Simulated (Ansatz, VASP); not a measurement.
**One calculation of Hf2N, two programs**

```xyz
6
Lattice="5.2522 0.0000 0.0000 0.0000 5.2522 0.0000 0.0000 0.0000 3.2006" Properties=species:S:1:pos:R:3 pbc="T T T"
Hf    1.5515    1.5515    0.0000
Hf    3.7007    3.7007    0.0000
Hf    4.1776    1.0746    1.6003
Hf    1.0746    4.1776    1.6003
N     0.0000    0.0000    0.0000
N     2.6261    2.6261    1.6003
```

Alike in both runs: task single point; functional LDA; k mesh 8 × 8 × 12; occupations gaussian, width 0.15 eV; no spin polarisation.

|  | VASP | Ansatz |
| --- | --- | --- |
| version | VASP 6.6.1 | Ansatz 0.2.0 |
| potentials or method | VASP PAW LDA potentials, release 64 (Hf_pv, N), cutoff 520 eV | scalar-relativistic, plane waves, PAW |
| valence electrons in the cell | 50 | 114 |

```tsv
	VASP	Ansatz	Ansatz less VASP
gap on the k mesh at the Fermi level (eV)	none	none	-
pressure (GPa)	-0.2	0.0	+0.18
traceless stress, the component that is largest in VASP (GPa)	-0.09	0.01	+0.100
```

Ansatz warns that its potentials were made for another functional, while VASP's fit it. LDA's correlation is that of Perdew and Zunger in VASP and of Perdew and Wang (1992) in Ansatz. A gap of «none» marks a metal or a gap that the smearing closes. VASP's potentials hold 50 valence electrons a cell and Ansatz's 114, so a difference there can come from the potentials and not from the codes.

Neither program's run includes spin-orbit coupling.
